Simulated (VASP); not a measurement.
# Ta19W (fa.s) in VASP: single point with PBEsol

Aim: the single point of Ta19W (fa.s) with PBEsol.

All numbers are computed with VASP 6.6.1; they aren't measurements. Logs are shortened: lines on timing, memory, paths and dates and some standing lists are left out, and cuts for length are marked.

### 1 The cell of the first run

The cell holds a slab with vacuum, 20 atoms: a = 5.682 Å, b = 5.682 Å, c = 21.278 Å, α = 90.00°, β = 90.00°, γ = 109.47°.

### 2 Single point, PBEsol

Input file INCAR:

```
PREC = Accurate
ENCUT = 520
EDIFF = 1E-7
ISMEAR = 1
SIGMA = 0.1
LREAL = Auto
LASPH = T
NELM = 100
ALGO = Normal
ISIF = 2
LWAVE = F
LCHARG = F
LDIPOL = T
IDIPOL = 3
DIPOL = 0.5 0.5 0.500
GGA = PS
NBANDS = 128
```

Input file KPOINTS:

```
regular mesh
0
Gamma
  5 5 1
```

Input file POSCAR:

```
Ta19W
1.0
    5.6818529412      0.0000000145      0.0000000000
   -1.8939510001      5.3569023189      0.0000000000
    0.0000000000      0.0000000000     21.2783860380
Ta W
19 1
Direct
    0.0000000000      0.0000000000      0.2871754411
    0.0000000000      0.5000000000      0.2870680987
    0.5000000000      0.0000000000      0.2870680987
    0.5000000000      0.5000000000      0.2866993588
    0.2496912333      0.2496912333      0.3911686531
    0.2503242019      0.7496757981      0.3914899108
    0.7496757981      0.2503242019      0.3914899108
    0.7503087667      0.7503087667      0.3911686531
    0.5000000000      0.5000000000      0.5002556662
    0.5000000000      0.0000000000      0.5002479570
    1.0000000000      0.5000000000      0.5002479570
    0.0000000000      0.0000000000      0.4998647373
    0.7517020071      0.7517020071      0.6098992790
    0.7484471492      0.2515528508      0.6086535474
    0.2515528508      0.7484471492      0.6086535474
    0.2482979929      0.2482979929      0.6098992790
    0.0000000000      0.5000000000      0.7130227466
    0.5000000000      0.0000000000      0.7130227466
    0.5000000000      0.5000000000      0.7140724657
    0.0000000000      0.0000000000      0.7088319457
```

Potentials or basis: VASP PAW PBE potentials, release 64 (Ta_pv, W_sv).

Run with:

```console
$ cat potpaw_PBE.64/Ta_pv/POTCAR potpaw_PBE.64/W_sv/POTCAR > POTCAR
$ mpirun -np 1 vasp_std > vasp.out
```

OUTCAR:

```text
PREC = Accurate
   ENCUT = 520
   EDIFF = 1E-7
   ISMEAR = 1
   LREAL = Auto
   LASPH = T
   NELM = 100
   ISIF = 2
   GGA = PS

 ion  position               nearest neighbor table
   1  0.000  0.000  0.287-   5 2.75   8 2.75   2 2.84   2 2.84   3 2.84   3 2.84   7 3.21   6 3.21
                             4 3.28   4 3.28
   2  0.000  0.500  0.287-   6 2.76   7 2.76   1 2.84   1 2.84   4 2.84   4 2.84   5 3.21   8 3.21
                             3 3.28   3 3.28
   3  0.500  0.000  0.287-   6 2.76   7 2.76   1 2.84   1 2.84   4 2.84   4 2.84   5 3.21   8 3.21
                             2 3.28   2 3.28
   4  0.500  0.500  0.287-   5 2.76   8 2.76   3 2.84   3 2.84   2 2.84   2 2.84   7 3.22   6 3.22
                             1 3.28   1 3.28
   5  0.250  0.250  0.391-   1 2.75   4 2.76  12 2.83   6 2.84   7 2.84   6 2.84   7 2.84   9 2.84
                             2 3.21   3 3.21   8 3.28  11 3.28  10 3.28   8 3.28
   6  0.250  0.750  0.391-   3 2.76   2 2.76  10 2.84  11 2.84   5 2.84   8 2.84   5 2.84   8 2.84
                             1 3.21   4 3.22  12 3.27   9 3.27   7 3.28   7 3.28
   7  0.750  0.250  0.391-   3 2.76   2 2.76  10 2.84  11 2.84   8 2.84   5 2.84   8 2.84   5 2.84
                             1 3.21   4 3.22  12 3.27   9 3.27   6 3.28   6 3.28
   8  0.750  0.750  0.391-   1 2.75   4 2.76  12 2.83   7 2.84   6 2.84   7 2.84   6 2.84   9 2.84
                             2 3.21   3 3.21   5 3.28  11 3.28  10 3.28   5 3.28
   9  0.500  0.500  0.500-  10 2.84  10 2.84  11 2.84  11 2.84   5 2.84   8 2.84  13 2.86  16 2.86
[... 9 lines left out ...]
  14  0.748  0.252  0.609-  18 2.76  17 2.76  10 2.83  11 2.83  13 2.84  16 2.84  13 2.85  16 2.85
                            20 3.16  19 3.22   9 3.26  15 3.28  15 3.28  12 3.29
  15  0.252  0.748  0.609-  18 2.76  17 2.76  10 2.83  11 2.83  16 2.84  13 2.84  16 2.85  13 2.85
                            20 3.16  19 3.22   9 3.26  14 3.28  14 3.28  12 3.29
  16  0.248  0.248  0.610-  20 2.66  19 2.76  15 2.84  14 2.84  15 2.85  14 2.85  12 2.85   9 2.86
                            17 3.19  18 3.19  13 3.26  11 3.29  10 3.29  13 3.30
  17  0.000  0.500  0.713-  14 2.76  15 2.76  19 2.84  19 2.84  20 2.84  20 2.84  13 3.19  16 3.19
                            18 3.28  18 3.28
  18  0.500  0.000  0.713-  14 2.76  15 2.76  19 2.84  19 2.84  20 2.84  20 2.84  13 3.19  16 3.19
                            17 3.28  17 3.28
  19  0.500  0.500  0.714-  13 2.76  16 2.76  18 2.84  18 2.84  17 2.84  17 2.84  15 3.22  14 3.22
                            20 3.28  20 3.28
  20  0.000  0.000  0.709-  13 2.66  16 2.66  17 2.84  17 2.84  18 2.84  18 2.84  15 3.16  14 3.16
                            19 3.28  19 3.28

  LATTYP: Found a base centered orthorhombic cell.
 ALAT       =     6.5608386449
 B/A-ratio  =     1.4142135641
 C/A-ratio  =     3.2432417850

  Lattice vectors:

 A1 = (   5.6818529412,   0.0000000145,   0.0000000000)
 A2 = (  -1.8939510001,   5.3569023189,   0.0000000000)
 A3 = (   0.0000000000,   0.0000000000,  21.2783860380)

Analysis of symmetry for initial positions (statically):
=====================================================================
 Subroutine PRICEL returns:
[... 167 lines left out ...]
   LORBIT       =      0    0 simple, 1 ext, 2 COOP (PROOUT), +10 PAW based schemes
   GGA     = PS    functional components
   LHFCALC =     F    Hartree Fock is set to
   AEXX    =    0.0000 exact exchange contribution
   IVDW    =     0    specifies the selected vdW correction
   LEPSILON=     F    determine dielectric tensor
   LRPA    =     F    only Hartree local field effects (RPA)
 non-spin polarized calculation
 Methfessel and Paxton  Order N= 1 SIGMA  =   0.10
  energy-cutoff  :      520.00
  volume of cell :      647.65
 maximum number of plane-waves:     17491
 NGX is ok and might be reduce to    42
   NGX = 21   NGY = 21   NGZ = 79

 dipolmoment           0.000000      0.000000      0.001766 electrons x Angstroem

 number of electron     223.0000014 magnetization

 dipolmoment           0.000000      0.000000     -0.012757 electrons x Angstroem

 Free energy of the ion-electron system (eV)
  ---------------------------------------------------
  ext. energy  EPLUGINS =         0.00000000
  ---------------------------------------------------
  free energy    TOTEN  =      -242.15724059 eV

  energy without entropy =     -242.14924101  energy(sigma->0) =     -242.15457406

 E-fermi :   1.0760     XC(G=0):  -7.9088

 val. band max:        1.0744798173   @ k =   0.0000   0.0000   0.0000
 cond. band min:       1.0805127345   @ k =   0.0000   0.0000   0.0000
 fundamental gap:      0.0060329172
 Fermi energy:         1.0759682497

 k-point     1 :       0.0000    0.0000    0.0000
  band No.  band energies     occupation
      1     -72.2798      2.00000
      2     -36.5877      2.00000
      3     -36.5193      2.00000
      4     -36.5146      2.00000
      5     -33.4093      2.00000
      6     -33.3205      2.00000
[... 1123 lines left out ...]
    122       2.0797     -0.00000
    123       2.2678     -0.00000
 [bands above 123 left out]

------------------------ aborting loop because EDIFF is reached ----------------------------------------

 vacuum level on the upper side and lower side of the slab       (xc-potential included)        -0.360        -0.297

  FORCE on cell =-STRESS in cart. coord.  units (eV):
  Direction    XX          YY          ZZ          XY          YZ          ZX
  --------------------------------------------------------------------------------------
  -------------------------------------------------------------------------------------
  Total      -10.6178423     -9.6052160      0.4022317      1.4320698      0.0000000      0.0000000
  in kB      -26.2666359    -23.7615802      0.9950491      3.5426836      0.0000000      0.0000000
  external PRESSURE =     -16.3443890 kB  Pullay stress =       0.0000000 kB

 VOLUME and BASIS-vectors are now :
 -----------------------------------------------------------------------------
  energy-cutoff  :      520.00
  volume of cell :      647.65
      direct lattice vectors                 reciprocal lattice vectors
     5.681852941  0.000000015  0.000000000     0.175998923  0.062225017  0.000000000
    -1.893951000  5.356902319  0.000000000    -0.000000000  0.186675048  0.000000000
     0.000000000  0.000000000 21.278386038     0.000000000  0.000000000  0.046996046

 POSITION                                       TOTAL-FORCE (eV/Angst)
 -----------------------------------------------------------------------------------
      0.00000      0.00000      6.11063         0.000000     -0.000000      0.020188
     -0.94698      2.67845      6.10835        -0.000000     -0.000000     -0.026498
      2.84093      0.00000      6.10835         0.000000     -0.000000     -0.026498
      1.89395      2.67845      6.10050         0.000000     -0.000000     -0.007076
      0.94581      1.33757      8.32344         0.010670      0.015090     -0.006537
      0.00246      4.01594      8.33027        -0.004418      0.003124      0.005109
[... 12 lines left out ...]
      1.89395      2.67845     15.19431         0.000000     -0.000000     -0.042075
      0.00000      0.00000     15.08280        -0.000000     -0.000000      0.050461
 -----------------------------------------------------------------------------------
    total drift:                                0.000000      0.000000      0.000431

  FREE ENERGIE OF THE ION-ELECTRON SYSTEM (eV)
  ---------------------------------------------------
  free  energy   TOTEN  =      -242.1572405866 eV

  energy  without entropy=     -242.1492410097  energy(sigma->0) =     -242.15457406

 vacuum level on the upper side and lower side of the slab         5.541         5.607
```

stdout:

```text
POSCAR found type information on POSCAR TaW
 POSCAR found :  2 types and      20 ions
 scaLAPACK will be used
 -----------------------------------------------------------------------------
|                                                                             |
|                                                                             |
|     You enforced a specific xc type in the INCAR file but a different       |
|     I HOPE YOU KNOW WHAT YOU ARE DOING!                                     |
|                                                                             |
 -----------------------------------------------------------------------------

 LDA part: xc-table for (Slater+PW92), standard interpolation
 POSCAR, INCAR and KPOINTS ok, starting setup
 FFT: planning ... GRIDC
 FFT: planning ... GRID_SOFT
 FFT: planning ... GRID
 WAVECAR not read
 entering main loop
```

Run time: 36 min. Hardware: 1 thread of Intel Xeon Platinum 8488C (Sapphire Rapids), shared host; peak memory 0.85 GiB.

Results:

```yaml
Free_energy: -242.1572 eV
Largest_force: 0.070 eV/Å
```

Forces on the atoms (eV/Å):
```
Ta   0.000  0.000  0.020
Ta   0.000  0.000 -0.026
Ta   0.000  0.000 -0.026
Ta   0.000  0.000 -0.007
Ta   0.011  0.015 -0.007
Ta  -0.004  0.003  0.005
Ta   0.004 -0.003  0.005
Ta  -0.011 -0.015 -0.007
Ta   0.000  0.000 -0.014
Ta   0.000  0.000 -0.013
Ta   0.000  0.000 -0.013
Ta   0.000  0.000  0.028
Ta   0.031  0.044 -0.045
Ta  -0.036  0.025  0.024
Ta   0.036 -0.025  0.024
Ta  -0.031 -0.044 -0.045
Ta   0.000  0.000  0.045
Ta   0.000  0.000  0.045
Ta   0.000  0.000 -0.042
W    0.000  0.000  0.050
```

Levels at points of the mesh, in eV from the Fermi level:
| k point | band 108 | band 109 | band 110 | band 111 | band 112 | band 113 | band 114 | band 115 |
| --- | --- | --- | --- | --- | --- | --- | --- | --- |
| (0.00, 0.00, 0.00) | 0.37 | 0.47 | 0.53 | 0.53 | 0.58 | 0.75 | 0.91 | 1.09 |

Caveat: the PAW data sets were made with another functional, which shifts forces and pressure a little; spin-orbit coupling is left out, which moves the levels of the heavy elements.
